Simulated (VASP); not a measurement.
The system is C.

```
C
1.0
    -1.16461    1.16461    1.16461
     1.16461   -1.16461    1.16461
     1.16461    1.16461   -1.16461
C
1
Direct
  0.00000 0.00000 0.00000
```

Program: VASP 6.6.1. Alike in all runs: task single point; level LDA; potentials or basis VASP PAW LDA potentials, release 64 (C); cell as given; cutoff (eV) 520; smearing fermi-dirac 0.1 eV. Hardware: 1 thread of AMD EPYC 7R43 64-Core Processor (Zen 3), with other jobs on the host.

Problem. Order these runs on this cell by their wall time, lowest first.
A. spin off; k mesh 21 × 21 × 21
B. spin off; k mesh 18 × 18 × 18
C. spin non-collinear, zero start, SOC; k mesh 19 × 19 × 19

Solution. B (6.3 s), A (13 s), C (41 s).
